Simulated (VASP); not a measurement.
# Pt (Cmcm) in VASP: notebook, part 2 of 2

VASP 6.6.1. Earlier steps stand in the parts before.

## Step 6: Single point, PBEsol

This run uses another cell than the first one, of 15.24 Å³/atom.

INCAR

```
SYSTEM = Pt
PREC = Accurate ; ENCUT = 520
EDIFF = 1E-6 ; ISMEAR = 1
SIGMA = 0.1 ; LREAL = .False.
LASPH = .True. ; NELM = 60
ALGO = Normal ; ISIF = 2
LWAVE = .False. ; LCHARG = .False.
GGA = PS ; ISYM = 0
NBANDS = 17
```

KPOINTS

```
Automatic mesh
0
Gamma
  12 12 6
  0.5 0.5 0.5
```

POSCAR

```
Pt
1.0
    2.7340827883     -0.0025222154      0.0000000000
   -1.3692256968      2.3665240430      0.0000000000
    0.0000000000      0.0000000000      4.7119124782
Pt
2
Direct
    0.6668195871      0.3331804129      0.7500000000
    0.3331804129      0.6668195871      0.2500000000
```

Potentials or basis: VASP PAW PBE potentials, release 64 (Pt).

The run is started by

```bash
$ cat potpaw_PBE.64/Pt/POTCAR > POTCAR
$ mpirun -np 1 vasp_std > vasp.out
```

OUTCAR:

```text
SYSTEM = Pt
   PREC = Accurate
   ENCUT = 520
   EDIFF = 1E-6
   ISMEAR = 1
   LREAL = .False.
   LASPH = .True.
   NELM = 60
   ISIF = 2
   GGA = PS
   ISYM = 0

 ion  position               nearest neighbor table
   1  0.667  0.333  0.750-   2 2.83   2 2.83   2 2.83   2 2.83   2 2.84   2 2.84
   2  0.333  0.667  0.250-   1 2.83   1 2.83   1 2.83   1 2.83   1 2.84   1 2.84

IMPORTANT INFORMATION: All symmetrisations will be switched off!
NOSYMM: (Re-)initialisation of all symmetry stuff for point group C_1.

----------------------------------------------------------------------------------------

                                     Primitive cell

  volume of cell :      30.4711

  direct lattice vectors                    reciprocal lattice vectors
     2.734082788 -0.002522215  0.000000000     0.365948696  0.211730939  0.000000000
    -1.369225697  2.366524043  0.000000000     0.000390024  0.422786337  0.000000000
     0.000000000  0.000000000  4.711912478     0.000000000  0.000000000  0.212228051

  length of vectors
     2.734083952  2.734083952  4.711912478     0.422786517  0.422786517  0.212228051

  position of ions in fractional coordinates (direct lattice)
     0.666819587  0.333180413  0.750000000
     0.333180413  0.666819587  0.250000000

  ion indices of the primitive-cell ions
   primitive index   ion index
                 1           1
                 2           2

----------------------------------------------------------------------------------------

 KPOINTS: Automatic mesh

Automatic generation of k-mesh.
 Grid dimensions read from file:
 generate k-points for:   12   12    6

 Generating k-lattice:

  Cartesian coordinates                     Fractional coordinates (reciprocal lattice)
     0.030495725  0.017644245  0.000000000     0.083333333  0.000000000  0.000000000
[... 70 lines left out ...]
   NELECT =      20.0000    total number of electrons
   NUPDOWN=      -1.0000    fix difference up-down
   EMIN   =  10.00;   EMAX   =-10.00  energy-range for DOS
   EFERMI =   0.00;   METHOD = LEGACY
   ISMEAR =     1;   SIGMA  =   0.10  broadening in eV -4-tet -1-fermi 0-gaus
   EFERMI_NEDOS =   21; number of points for ismear=-14 and -15
   IALGO  =     38    algorithm
   IMIX   =      4    mixing-type and parameters
     AMIX     =   0.40;   BMIX     =  1.00
     AMIX_MAG =   1.60;   BMIX_MAG =  1.00
  volume/ion in A,a.u.               =      15.24       102.81
  Fermi-wavevector in a.u.,A,eV,Ry     =   1.422729  2.688568 27.540339  2.024158
  Thomas-Fermi vector in A             =   2.543402
   LORBIT       =      0    0 simple, 1 ext, 2 COOP (PROOUT), +10 PAW based schemes
   GGA     = PS    functional components
   LHFCALC =     F    Hartree Fock is set to
   AEXX    =    0.0000 exact exchange contribution
   IVDW    =     0    specifies the selected vdW correction
   LEPSILON=     F    determine dielectric tensor
   LRPA    =     F    only Hartree local field effects (RPA)
 non-spin polarized calculation
 Methfessel and Paxton  Order N= 1 SIGMA  =   0.10
  energy-cutoff  :      520.00
  volume of cell :       30.47
 maximum number of plane-waves:       835
   NGX = 11   NGY = 11   NGZ = 17

 number of electron      20.0000000 magnetization

 Free energy of the ion-electron system (eV)
  ---------------------------------------------------
  ext. energy  EPLUGINS =         0.00000000
  ---------------------------------------------------
  free energy    TOTEN  =       -13.80410188 eV

  energy without entropy =      -13.80260863  energy(sigma->0) =      -13.80360413

 E-fermi :  10.8744     XC(G=0): -13.5638

 val. band max:       10.8714026472   @ k =   0.3750  -0.2917   0.4167
 cond. band min:      10.8763869787   @ k =  -0.3750   0.0417   0.2500
 fundamental gap:      0.0049843316
 Fermi energy:        10.8743570125

 k-point     1 :       0.0417    0.0417    0.0833
  band No.  band energies     occupation
      1       0.9729      2.00000
      2       3.6176      2.00000
      3       6.7010      2.00000
      4       7.2293      2.00000
      5       7.3652      2.00000
      6       7.5298      2.00000
[... 457 lines left out ...]
      4       6.8518      2.00000
      5       7.5553      2.00000
      6       7.7529      2.00000
[... 9 lines left out ...]
     16      23.3924      0.00000
     17      24.6968      0.00000

 [... further k-points ...]
[... 5 lines left out ...]
  --------------------------------------------------------------------------------------
  -------------------------------------------------------------------------------------
  Total       -0.4483732     -0.4420970     -0.4857199      0.0054360      0.0000008      0.0000001
  in kB      -23.5755729    -23.2455687    -25.5392750      0.2858241      0.0000415      0.0000039
  external PRESSURE =     -24.1201389 kB  Pullay stress =       0.0000000 kB

 VOLUME and BASIS-vectors are now :
 -----------------------------------------------------------------------------
  energy-cutoff  :      520.00
  volume of cell :       30.47
      direct lattice vectors                 reciprocal lattice vectors
     2.734082788 -0.002522215  0.000000000     0.365948696  0.211730939  0.000000000
    -1.369225697  2.366524043  0.000000000     0.000390024  0.422786337  0.000000000
     0.000000000  0.000000000  4.711912478     0.000000000  0.000000000  0.212228051

 POSITION                                       TOTAL-FORCE (eV/Angst)
 -----------------------------------------------------------------------------------
      1.36694      0.78680      3.53393        -0.003400      0.001962      0.000001
     -0.00208      1.57720      1.17798         0.003400     -0.001962     -0.000001
 -----------------------------------------------------------------------------------
    total drift:                               -0.000001      0.000001      0.000000

  FREE ENERGIE OF THE ION-ELECTRON SYSTEM (eV)
  ---------------------------------------------------
  free  energy   TOTEN  =       -13.8041018818 eV

  energy  without entropy=      -13.8026086324  energy(sigma->0) =      -13.80360413
```

Run time: 2.1 min. Hardware: 1 thread of Intel Xeon Platinum 8488C (Sapphire Rapids), shared host; peak memory 0.29 GiB.

Results:

```yaml
Free_energy: -13.8041 eV
Pressure: -2.4 GPa
Largest_force: 0.004 eV/Å
Band_gap_on_the_k_mesh: zero (bands 10 and 11 overlap by 1.16 eV)
```

Forces in eV/Å, atoms in the order of the input:
```
Pt  -0.003  0.002  0.000
Pt   0.003 -0.002  0.000
```

Stress tensor (GPa, compression positive):
```
-2.36  0.03  0.00
 0.03 -2.32  0.00
 0.00  0.00 -2.55
```

Caveat: the PAW data sets were made with another functional, which shifts forces and pressure a little; spin-orbit coupling is left out, which moves the levels of the heavy elements.

## Step 7: Overview

```tsv
cell	gap on the mesh (eV)	pressure (GPa)
a = 2.703, b = 2.703, c = 4.631 Å, angles 90.0, 90.0, 120.1°, 2 atoms, atomic positions A	none	9.6
a = 2.715, b = 2.715, c = 4.662 Å, angles 90.0, 90.0, 120.1°, 2 atoms, atomic positions A	none	4.6
a = 2.723, b = 2.723, c = 4.683 Å, angles 90.0, 90.0, 120.1°, 2 atoms, atomic positions B	none	1.6
a = 2.728, b = 2.728, c = 4.697 Å, angles 90.0, 90.0, 120.1°, 2 atoms, atomic positions B	none	-0.4
a = 2.734, b = 2.734, c = 4.712 Å, angles 90.0, 90.0, 120.1°, 2 atoms, atomic positions C	none	-2.4
```

Alike in all rows: task single point; level PBEsol; potentials or basis VASP PAW PBE potentials, release 64 (Pt); no spin polarisation; k mesh 12 × 12 × 6, shifted; cutoff (eV) 520; smearing methfessel-paxton 0.1 eV.

Caveats: the PAW data sets were made with another functional, which shifts forces and pressure a little; spin-orbit coupling is left out, which moves the levels of the heavy elements; the cell stands under pressure (at least some runs).

Absolute energies hang on the potentials; compare differences alone.
